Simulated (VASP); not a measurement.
# Tl2F (Fd-3m) in VASP: single point with PBE

Aim: the single point of Tl2F with PBE.

Everything below comes from runs of VASP 6.6.1. Logs are shortened: lines on timing, memory, paths and dates and some standing lists are left out, and cuts for length are marked.

## (1) The cell of the first run

The structure is cubic, space group Fd-3m (No. 227). The conventional cell has a = 8.274 Å, b = 8.274 Å, c = 8.274 Å, α = 90.00°, β = 90.00°, γ = 90.00°. Tl (site symmetry -3m) has 6 Tl at 2.93 Å and 6 F at 3.43 Å within 3.9 Å. Within 4.5 Å of F (site symmetry -43m) lie 12 Tl at 3.43 Å and 4 F at 3.58 Å.

The cell was built from a structure type or drawn by symmetry, and may not be a known phase.

## (2) Single point, PBE

INCAR

```
  PREC = Accurate
  ENCUT = 520
  EDIFF = 1E-6
  ISMEAR = 0
  SIGMA = 0.1
  LREAL = False
  LASPH = True
  NELM = 80
  ALGO = Normal
  ISIF = 2
  LWAVE = False
  LCHARG = False
  GGA = PE
  NBANDS = 42
```

KPOINTS

```
Automatic mesh
0
Gamma
  4 4 4
```

POSCAR

```
Tl2F
1.0
    0.0000000000      4.1367539600      4.1367539600
    4.1367539600      0.0000000000      4.1367539600
    4.1367539600      4.1367539600      0.0000000000
Tl F
4 2
Direct
    0.6250000000      0.6250000000      0.6250000000
    0.1250000000      0.6250000000      0.6250000000
    0.6250000000      0.6250000000      0.1250000000
    0.6250000000      0.1250000000      0.6250000000
    0.0000000000      0.0000000000      0.0000000000
    0.2500000000      0.2500000000      0.2500000000
```

Potentials or basis: VASP PAW PBE potentials, release 64 (Tl_d, F).

On the command line:

```
$ cat potpaw_PBE.64/Tl_d/POTCAR potpaw_PBE.64/F/POTCAR > POTCAR
$ mpirun -np 1 vasp_std > vasp.out
```

OUTCAR:

```text
PREC = Accurate
   ENCUT = 520
   EDIFF = 1E-6
   ISMEAR = 0
   LREAL = False
   LASPH = True
   NELM = 80
   ISIF = 2
   GGA = PE

 ion  position               nearest neighbor table
   1  0.625  0.625  0.625-   2 2.93   3 2.93   4 2.93   3 2.93   4 2.93   2 2.93
   2  0.125  0.625  0.625-   1 2.93   3 2.93   4 2.93   1 2.93   3 2.93   4 2.93
   3  0.625  0.625  0.125-   1 2.93   1 2.93   2 2.93   4 2.93   4 2.93   2 2.93
   4  0.625  0.125  0.625-   1 2.93   3 2.93   1 2.93   2 2.93   3 2.93   2 2.93
   5  0.000  0.000  0.000-
   6  0.250  0.250  0.250-

  LATTYP: Found a face centered cubic cell.
 ALAT       =     8.2735079200

  Lattice vectors:

 A1 = (   0.0000000000,   4.1367539600,   4.1367539600)
 A2 = (   4.1367539600,   0.0000000000,   4.1367539600)
 A3 = (   4.1367539600,   4.1367539600,   0.0000000000)

Analysis of symmetry for initial positions (statically):
=====================================================================
 Subroutine PRICEL returns:
 Original cell was already a primitive cell.

 Routine SETGRP: Setting up the symmetry group for a
 face centered cubic supercell.

 Subroutine GETGRP returns: Found 48 space group operations
 (whereof 24 operations were pure point group operations)
 out of a pool of 48 trial point group operations.

The static configuration has the point symmetry T_d .
 The point group associated with its full space group is O_h .

Analysis of symmetry for dynamics (positions and initial velocities):
=====================================================================
 Subroutine PRICEL returns:
 Original cell was already a primitive cell.

 Routine SETGRP: Setting up the symmetry group for a
 face centered cubic supercell.

 Subroutine GETGRP returns: Found 48 space group operations
 (whereof 24 operations were pure point group operations)
 out of a pool of 48 trial point group operations.

The dynamic configuration has the point symmetry T_d .
 The point group associated with its full space group is O_h .

 Subroutine INISYM returns: Found 48 space group operations
 (whereof 24 operations are pure point group operations),
 and found     1 'primitive' translations

----------------------------------------------------------------------------------------

                                     Primitive cell

  volume of cell :     141.5823

  direct lattice vectors                    reciprocal lattice vectors
     0.000000000  4.136753960  4.136753960    -0.120867715  0.120867715  0.120867715
     4.136753960  0.000000000  4.136753960     0.120867715 -0.120867715  0.120867715
     4.136753960  4.136753960  0.000000000     0.120867715  0.120867715 -0.120867715

  length of vectors
     5.850253554  5.850253554  5.850253554     0.209349024  0.209349024  0.209349024

  position of ions in fractional coordinates (direct lattice)
     0.625000000  0.625000000  0.625000000
     0.125000000  0.625000000  0.625000000
     0.625000000  0.625000000  0.125000000
     0.625000000  0.125000000  0.625000000
     0.000000000  0.000000000  0.000000000
     0.250000000  0.250000000  0.250000000

  ion indices of the primitive-cell ions
   primitive index   ion index
                 1           1
                 2           2
                 3           3
                 4           4
                 5           5
                 6           6

----------------------------------------------------------------------------------------

 KPOINTS: Automatic mesh

Automatic generation of k-mesh.
 Grid dimensions read from file:
 generate k-points for:    4    4    4

 Generating k-lattice:

  Cartesian coordinates                     Fractional coordinates (reciprocal lattice)
    -0.030216929  0.030216929  0.030216929     0.250000000  0.000000000  0.000000000
     0.030216929 -0.030216929  0.030216929     0.000000000  0.250000000  0.000000000
     0.030216929  0.030216929 -0.030216929     0.000000000  0.000000000  0.250000000

  Length of vectors
     0.052337256  0.052337256  0.052337256

  Shift w.r.t. Gamma in fractional coordinates (k-lattice)
     0.000000000  0.000000000  0.000000000

 Subroutine IBZKPT returns following result:
 ===========================================

 Found      8 irreducible k-points:

 Following reciprocal coordinates:
            Coordinates               Weight
  0.000000  0.000000  0.000000      1.000000
  0.250000  0.000000  0.000000      8.000000
  0.500000  0.000000  0.000000      4.000000
  0.250000  0.250000  0.000000      6.000000
  0.500000  0.250000  0.000000     24.000000
 -0.250000  0.250000  0.000000     12.000000
  0.500000  0.500000  0.000000      3.000000
 -0.250000  0.500000  0.250000      6.000000
   k-points           NKPTS =      8   k-points in BZ     NKDIM =      8   number of bands    NBANDS=     42
   number of dos      NEDOS =    301   number of ions     NIONS =      6
   total plane-waves  NPLWV = 110592
   dimension x,y,z NGX =    48 NGY =   48 NGZ =   48
   dimension x,y,z NGXF=    96 NGYF=   96 NGZF=   96
   ions per type =               4   2
   NGX,Y,Z   is equivalent  to a cutoff of  13.64, 13.64, 13.64 a.u.
   NGXF,Y,Z  is equivalent  to a cutoff of  27.28, 27.28, 27.28 a.u.
 SYSTEM =  unknown system
   PREC   = accura    normal or accurate (medium, high low for compatibility)
   ISTART =      0    job   : 0-new  1-cont  2-samecut
   ICHARG =      2    charge: 1-file 2-atom 10-const
   ISPIN  =      1    spin polarized calculation?
   LNONCOLLINEAR =      F non collinear calculations
   LSORBIT =      F    spin-orbit coupling
   LASPH  =      T    aspherical Exc in radial PAW
   ENCUT  =  520.0 eV  38.22 Ry    6.18 a.u.  10.88 10.88 10.88*2*pi/ulx,y,z
   NELM   =     80;   NELMIN=  2; NELMDL= -5     # of ELM steps
   EDIFF  = 0.1E-05   stopping-criterion for ELM
   LREAL  =      F    real-space projection
[... 7 lines left out ...]
   TEBEG  =    0.0;   TEEND  =   0.0 temperature during run
   PSTRESS=    0.0 pullay stress
   NELECT =      66.0000    total number of electrons
   NUPDOWN=      -1.0000    fix difference up-down
   EMIN   =  10.00;   EMAX   =-10.00  energy-range for DOS
   EFERMI =   0.00;   METHOD = LEGACY
   ISMEAR =     0;   SIGMA  =   0.10  broadening in eV -4-tet -1-fermi 0-gaus
   EFERMI_NEDOS =   21; number of points for ismear=-14 and -15
   IALGO  =     38    algorithm
   IMIX   =      4    mixing-type and parameters
     AMIX     =   0.40;   BMIX     =  1.00
     AMIX_MAG =   1.60;   BMIX_MAG =  1.00
  volume/ion in A,a.u.               =      23.60       159.24
  Fermi-wavevector in a.u.,A,eV,Ry     =   1.269365  2.398752 21.922891  1.611287
  Thomas-Fermi vector in A             =   2.402410
   LORBIT       =      0    0 simple, 1 ext, 2 COOP (PROOUT), +10 PAW based schemes
   GGA     = PE    functional components
   LHFCALC =     F    Hartree Fock is set to
   AEXX    =    0.0000 exact exchange contribution
   IVDW    =     0    specifies the selected vdW correction
   LEPSILON=     F    determine dielectric tensor
   LRPA    =     F    only Hartree local field effects (RPA)
 non-spin polarized calculation
 Gauss-broadening in eV      SIGMA  =   0.10
  energy-cutoff  :      520.00
  volume of cell :      141.58
 maximum number of plane-waves:      3839
 NGX is ok and might be reduce to    48
   NGX = 21   NGY = 21   NGZ = 21

 number of electron      66.0000008 magnetization

 Free energy of the ion-electron system (eV)
  ---------------------------------------------------
  ext. energy  EPLUGINS =         0.00000000
  ---------------------------------------------------
  free energy    TOTEN  =       -14.98398713 eV

  energy without entropy =      -14.97144879  energy(sigma->0) =      -14.97771796

 E-fermi :   4.3659     XC(G=0):  -9.5889

 val. band max:        4.2835138446   @ k =   0.5000   0.5000   0.0000
 cond. band min:       4.6727827860   @ k =   0.0000   0.0000   0.0000
 fundamental gap:      0.3892689414
 Fermi energy:         4.3658767993

 k-point     1 :       0.0000    0.0000    0.0000
  band No.  band energies     occupation
      1     -16.0612      2.00000
      2     -15.9920      2.00000
      3      -9.1733      2.00000
      4      -8.3332      2.00000
      5      -8.3332      2.00000
      6      -8.3332      2.00000
[... 34 lines left out ...]
     41      13.6245      0.00000
     42      13.6245      0.00000

 k-point     2 :       0.2500    0.0000    0.0000
  band No.  band energies     occupation
      1     -16.0527      2.00000
      2     -15.9989      2.00000
      3      -8.9691      2.00000
      4      -8.2560      2.00000
      5      -8.2309      2.00000
      6      -8.2309      2.00000
[... 34 lines left out ...]
     41      12.3661      0.00000
     42      12.9547      0.00000

 k-point     3 :       0.5000    0.0000    0.0000
  band No.  band energies     occupation
      1     -16.0412      2.00000
      2     -16.0091      2.00000
      3      -8.7550      2.00000
      4      -8.1837      2.00000
      5      -8.1837      2.00000
      6      -8.0089      2.00000
[... 34 lines left out ...]
     41      10.0609      0.00000
     42      12.1449      0.00000

 k-point     4 :       0.2500    0.2500    0.0000
  band No.  band energies     occupation
      1     -16.0497      2.00000
      2     -16.0018      2.00000
      3      -8.8752      2.00000
      4      -8.2938      2.00000
      5      -8.1133      2.00000
      6      -8.1133      2.00000
[... 34 lines left out ...]
     41      12.5588      0.00000
     42      12.5588      0.00000

 k-point     5 :       0.5000    0.2500    0.0000
  band No.  band energies     occupation
      1     -16.0365      2.00000
      2     -16.0136      2.00000
      3      -8.5672      2.00000
      4      -8.1619      2.00000
      5      -8.0896      2.00000
      6      -7.9864      2.00000
[... 34 lines left out ...]
     41      12.5700      0.00000
     42      12.7387      0.00000

 k-point     6 :      -0.2500    0.2500    0.0000
  band No.  band energies     occupation
      1     -16.0417      2.00000
      2     -16.0087      2.00000
      3      -8.6919      2.00000
      4      -8.1834      2.00000
      5      -8.1444      2.00000
      6      -7.9696      2.00000
[... 34 lines left out ...]
     41      12.8193      0.00000
     42      13.0526      0.00000

 k-point     7 :       0.5000    0.5000    0.0000
  band No.  band energies     occupation
      1     -16.0249      2.00000
      2     -16.0249      2.00000
      3      -8.3369      2.00000
      4      -8.3369      2.00000
      5      -7.8447      2.00000
      6      -7.8447      2.00000
[... 34 lines left out ...]
     41       9.5070      0.00000
     42       9.5070      0.00000

 k-point     8 :      -0.2500    0.5000    0.2500
  band No.  band energies     occupation
      1     -16.0249      2.00000
      2     -16.0249      2.00000
      3      -8.2148      2.00000
      4      -8.2148      2.00000
      5      -8.0644      2.00000
      6      -8.0644      2.00000
[... 34 lines left out ...]
     41      12.6141      0.00000
     42      12.6141      0.00000

------------------------ aborting loop because EDIFF is reached ----------------------------------------

  FORCE on cell =-STRESS in cart. coord.  units (eV):
  Direction    XX          YY          ZZ          XY          YZ          ZX
  --------------------------------------------------------------------------------------
  -------------------------------------------------------------------------------------
  Total        7.2288160      7.2288160      7.2288160     -0.0000000      0.0000000      0.0000000
  in kB       81.8028969     81.8028969     81.8028969     -0.0000000      0.0000000      0.0000000
  external PRESSURE =      81.8028969 kB  Pullay stress =       0.0000000 kB

 VOLUME and BASIS-vectors are now :
 -----------------------------------------------------------------------------
  energy-cutoff  :      520.00
  volume of cell :      141.58
      direct lattice vectors                 reciprocal lattice vectors
     0.000000000  4.136753960  4.136753960    -0.120867715  0.120867715  0.120867715
     4.136753960  0.000000000  4.136753960     0.120867715 -0.120867715  0.120867715
     4.136753960  4.136753960  0.000000000     0.120867715  0.120867715 -0.120867715

 POSITION                                       TOTAL-FORCE (eV/Angst)
 -----------------------------------------------------------------------------------
      5.17094      5.17094      5.17094         0.000000      0.000000      0.000000
      5.17094      3.10257      3.10257         0.000000      0.000000      0.000000
      3.10257      3.10257      5.17094         0.000000      0.000000      0.000000
      3.10257      5.17094      3.10257         0.000000      0.000000      0.000000
      0.00000      0.00000      0.00000         0.000000      0.000000     -0.000000
      2.06838      2.06838      2.06838        -0.000000     -0.000000     -0.000000
 -----------------------------------------------------------------------------------
    total drift:                                0.000000      0.000000     -0.000000

  FREE ENERGIE OF THE ION-ELECTRON SYSTEM (eV)
  ---------------------------------------------------
  free  energy   TOTEN  =       -14.9839871279 eV

  energy  without entropy=      -14.9714487852  energy(sigma->0) =      -14.97771796
```

It took 2.3 min on 1 thread of Intel Xeon 8259CL, shared host; peak memory 0.32 GiB.

Results:

* Free energy: -14.9840 eV
* Pressure: 8.2 GPa
* Band gap on the k mesh: zero (bands 33 and 34 overlap by 1.54 eV)

Levels at points of the mesh, in eV from the Fermi level:
```csv
k point,band 31,band 32,band 33,band 34,band 35,band 36
"(0.00, 0.00, 0.00)",-2.05,-2.05,-2.05,0.31,0.31,0.31
"(0.50, 0.00, 0.00)",-1.81,-1.81,-1.16,1.10,1.10,4.74
"(0.50, 0.50, 0.00)",-1.80,-1.80,-0.08,-0.08,4.83,4.83
```

Caveat: the cell stands under pressure; spin-orbit coupling is left out, which moves the levels of the heavy elements.
